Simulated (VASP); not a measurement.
# Ag2As (CdCl2 type) (R-3m) in VASP: notebook, part 2 of 2

VASP 6.6.1. Earlier steps stand in the parts before.

### 3 Single point, PBE (16.55 Å³/atom)

This run uses another cell than the first one, of 16.55 Å³/atom.

INCAR reads:

```
PREC = Accurate ; ENCUT = 520
EDIFF = 1E-6 ; ISMEAR = -1
SIGMA = 0.05 ; LREAL = F
LASPH = T ; NELM = 60
ALGO = Normal ; ISIF = 2
LWAVE = F ; LCHARG = F
GGA = PE ; NBANDS = 20
```

KPOINTS reads:

```
Automatic mesh
0
Gamma
  13 13 13
```

POSCAR reads:

```
Ag2As
1.0
    1.4661165822     -0.8464628034      6.6683363829
    0.0000000000      1.6929256068      6.6683363829
   -1.4661165822     -0.8464628034      6.6683363829
As Ag
1 2
Direct
    0.0000000000      0.0000000000      0.0000000000
    0.2227306388      0.2227306388      0.2227306388
    0.7772693612      0.7772693612      0.7772693612
```

Potentials or basis: VASP PAW PBE potentials, release 64 (As, Ag).

Launch:

```console
cat potpaw_PBE.64/As/POTCAR potpaw_PBE.64/Ag/POTCAR > POTCAR
mpirun -np 1 vasp_std > vasp.out
```

OUTCAR:

```text
PREC = Accurate
   ENCUT = 520
   EDIFF = 1E-6
   ISMEAR = -1
   LREAL = F
   LASPH = T
   NELM = 60
   ISIF = 2
   GGA = PE

 ion  position               nearest neighbor table
   1  0.000  0.000  0.000-   3 2.79   3 2.79   2 2.79   2 2.79   2 2.79   3 2.79
   2  0.223  0.223  0.223-   1 2.79   1 2.79   1 2.79   3 2.81   3 2.81   3 2.81
   3  0.777  0.777  0.777-   1 2.79   1 2.79   1 2.79   2 2.81   2 2.81   2 2.81

  LATTYP: Found a trigonal (rhomboedric) cell.
 ALAT       =     6.8798769775
 COS(alpha) =     0.9091749465

  Lattice vectors:

 A1 = (   1.4661165822,  -0.8464628034,   6.6683363829)
 A2 = (   0.0000000000,   1.6929256068,   6.6683363829)
 A3 = (  -1.4661165822,  -0.8464628034,   6.6683363829)

Analysis of symmetry for initial positions (statically):
=====================================================================
 Subroutine PRICEL returns:
 Original cell was already a primitive cell.

 Routine SETGRP: Setting up the symmetry group for a
 trigonal (rhombohedral) supercell.

 Subroutine GETGRP returns: Found 12 space group operations
 (whereof 12 operations were pure point group operations)
 out of a pool of 12 trial point group operations.

The static configuration has the point symmetry D_3d.
[... 162 lines left out ...]

 E-fermi :   8.7860     XC(G=0): -12.0567

 val. band max:        8.7848441531   @ k =  -0.4615   0.3846   0.1538
 cond. band min:       8.7866241602   @ k =  -0.3077  -0.4615   0.2308
 fundamental gap:      0.0017800071
 Fermi energy:         8.7860234338

 k-point     1 :       0.0000    0.0000    0.0000
  band No.  band energies     occupation
      1      -5.4424      2.00000
      2       1.6080      2.00000
      3       2.1296      2.00000
      4       3.0271      2.00000
      5       3.6521      2.00000
      6       3.6521      2.00000
[... 541 lines left out ...]
     19      16.4144      0.00000
     20      19.6604      0.00000

 [... further k-points ...]

------------------------ aborting loop because EDIFF is reached ----------------------------------------

  FORCE on cell =-STRESS in cart. coord.  units (eV):
  Direction    XX          YY          ZZ          XY          YZ          ZX
  --------------------------------------------------------------------------------------
  -------------------------------------------------------------------------------------
  Total        3.6433530      3.6433530      3.6404963     -0.0000000      0.0000000      0.0000000
  in kB      117.5619265    117.5619265    117.4697479     -0.0000000      0.0000000      0.0000000
  external PRESSURE =     117.5312003 kB  Pullay stress =       0.0000000 kB

 VOLUME and BASIS-vectors are now :
 -----------------------------------------------------------------------------
  energy-cutoff  :      520.00
  volume of cell :       49.65
      direct lattice vectors                 reciprocal lattice vectors
     1.466116582 -0.846462803  6.668336383     0.341036999 -0.196897803  0.049987480
     0.000000000  1.692925607  6.668336383     0.000000000  0.393795607  0.049987480
    -1.466116582 -0.846462803  6.668336383    -0.341036999 -0.196897803  0.049987480

 POSITION                                       TOTAL-FORCE (eV/Angst)
 -----------------------------------------------------------------------------------
      0.00000      0.00000      0.00000        -0.000000      0.000000     -0.000000
      0.00000      0.00000      4.45573         0.000000     -0.000000     -0.014307
      0.00000      0.00000     15.54928         0.000000     -0.000000      0.014307
 -----------------------------------------------------------------------------------
    total drift:                                0.000000     -0.000000     -0.000000

  FREE ENERGIE OF THE ION-ELECTRON SYSTEM (eV)
  ---------------------------------------------------
  free  energy   TOTEN  =        -9.5260542453 eV

  energy  without entropy=       -9.5158149335  energy(sigma->0) =       -9.52093459
```

Wall time 7.4 min (1 thread of Intel Xeon 6975P-C (Granite Rapids), shared host); peak memory 0.54 GiB.

What came out:

```yaml
Free_energy: -9.5261 eV
Pressure: 11.8 GPa
Largest_force: 0.014 eV/Å
Band_gap_on_the_k_mesh: zero (an odd number of electrons rules out a gap without spin polarisation)
```

Forces on the atoms (eV/Å):
```
As   0.000  0.000  0.000
Ag   0.000  0.000 -0.014
Ag   0.000  0.000  0.014
```

Caveat: the cell stands under pressure.

### 4 Single point, PBE (16.55 Å³/atom)

This run uses another cell than the first one, of 16.55 Å³/atom.

INCAR reads:

```
SYSTEM = Ag2As
PREC = Accurate
ENCUT = 520
EDIFF = 1E-6
ISMEAR = -1
SIGMA = 0.05
LREAL = .FALSE.
LASPH = .TRUE.
NELM = 80
ALGO = Normal
ISIF = 2
LWAVE = .FALSE.
LCHARG = .FALSE.
GGA = PE
NBANDS = 20
```

KPOINTS reads:

```
regular mesh
0
G
  13 13 13
  0 0 0
```

POSCAR is that of step 3.

Launch:

```console
cat potpaw_PBE.64/As/POTCAR potpaw_PBE.64/Ag/POTCAR > POTCAR
mpirun -np 1 vasp_std > vasp.out
```

Run time: 8.4 min. Hardware: 1 thread of Intel Xeon 6975P-C (Granite Rapids), shared host; peak memory 0.55 GiB.

Results (log left out):

| Item | Value |
| --- | --- |
| Free energy | -9.5261 eV |
| Pressure | 11.8 GPa |
| Largest force | 0.014 eV/Å |
| Band gap on the k mesh | zero (an odd number of electrons rules out a gap without spin polarisation) |

Forces in eV/Å, atoms in the order of the input:
```
As   0.000  0.000  0.000
Ag   0.000  0.000 -0.014
Ag   0.000  0.000  0.014
```

Levels at points of the mesh, in eV from the Fermi level:
```
           k point  band 11  band 12  band 13  band 14  band 15  band 16
(0.00, 0.00, 0.00)    -4.31    -3.75    -3.75     4.64     5.38     5.38
```

Caveat: the cell stands under pressure.

### 5 Single point, PBE

This run uses another cell than the first one, of 18.39 Å³/atom.

INCAR reads:

```
SYSTEM = Ag2As
  PREC = Accurate
  ENCUT = 520
  EDIFF = 1E-6
  ISMEAR = -1
  SIGMA = 0.05
  LREAL = .False.
  LASPH = .True.
  NELM = 60
  ALGO = Normal
  ISIF = 2
  LWAVE = .False.
  LCHARG = .True.
  GGA = PE
  LELF = .True.
  LVHAR = .True.
  NBANDS = 20
```

KPOINTS reads:

```
Automatic mesh
0
Gamma
  13 13 13
  0 0 0
```

POSCAR reads:

```
Ag2As
1.0
    1.5293025611     -0.8829432453      6.8096559471
    0.0000000000      1.7658864906      6.8096559471
   -1.5293025611     -0.8829432453      6.8096559471
As Ag
1 2
Direct
    0.0000000000      0.0000000000      0.0000000000
    0.2226781896      0.2226781896      0.2226781896
    0.7773218104      0.7773218104      0.7773218104
```

Launch:

```console
cat potpaw_PBE.64/As/POTCAR potpaw_PBE.64/Ag/POTCAR > POTCAR
mpirun -np 1 vasp_std > vasp.out
```

Run time: 7.9 min. Hardware: 1 thread of Intel Xeon 6975P-C (Granite Rapids), shared host; peak memory 0.56 GiB.

Results (log left out):

- Free energy: -9.7082 eV
- Pressure: -0.1 GPa
- Largest force: 0.006 eV/Å
- Band gap on the k mesh: zero (an odd number of electrons rules out a gap without spin polarisation)

Forces on the atoms (eV/Å):
```
As   0.000  0.000  0.000
Ag   0.000  0.000 -0.006
Ag   0.000  0.000  0.006
```

Levels at points of the mesh, in eV from the Fermi level:
```tsv
k point	band 10	band 11	band 12	band 13	band 14	band 15	band 16	band 17
(0.00, 0.00, 0.00)	-4.01	-4.01	-3.53	-3.53	4.56	4.56	4.82	5.42
```

### 6 The runs side by side

```csv
cell,gap on the mesh (eV),pressure (GPa),largest force (eV/Å)
"a = 6.424 Å, angles 24.0°, 3 atoms, atomic positions A",none,77.4,0.05
"a = 6.880 Å, angles 24.6°, 3 atoms, atomic positions B",none,11.8,0.01
"a = 7.035 Å, angles 25.1°, 3 atoms, atomic positions C",none,-0.1,0.01
```

Alike in all rows: task single point; level PBE; potentials or basis VASP PAW PBE potentials, release 64 (As, Ag); no spin polarisation; k mesh 13 × 13 × 13; cutoff (eV) 520; smearing fermi-dirac 0.05 eV.

Caveats: the cell stands under pressure (at least some runs).

Absolute energies hang on the potentials; compare differences alone.

The gap in the log of VASP goes by the Fermi energy; the results here count the filled bands.